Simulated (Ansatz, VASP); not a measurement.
Two plane-wave programs on BiP

```
Bi P
1.0
     3.01528    0.00000    0.00000
     0.00000    3.01528    0.00000
     0.00000    0.00000    5.91531
Bi P
1 1
Direct
  0.00000 0.00000 0.68704
  0.00000 0.00000 0.18703
```

Alike in both runs: functional PBE; k mesh 6 × 6 × 4; occupations gaussian, width 0.1 eV; no spin polarisation.

Ansatz relaxed the structure, and its values are those at the end. VASP's run is a single point on that final structure, the one shown.

```csv
,VASP,Ansatz
version,VASP 6.6.1,Ansatz 0.2.0
potentials or method,"VASP PAW PBE potentials, release 64 (Bi_d, P), cutoff 500 eV","scalar-relativistic, plane waves, PAW"
valence electrons in the cell,20,20
```

|  | VASP | Ansatz | Ansatz less VASP |
| --- | --- | --- | --- |
| gap on the k mesh at the Fermi level (eV) | none | none | - |
| pressure (GPa) | -0.1 | 0.0 | +0.07 |

A gap of «none» marks a metal or a gap that the smearing closes.

Spin-orbit coupling is off throughout.
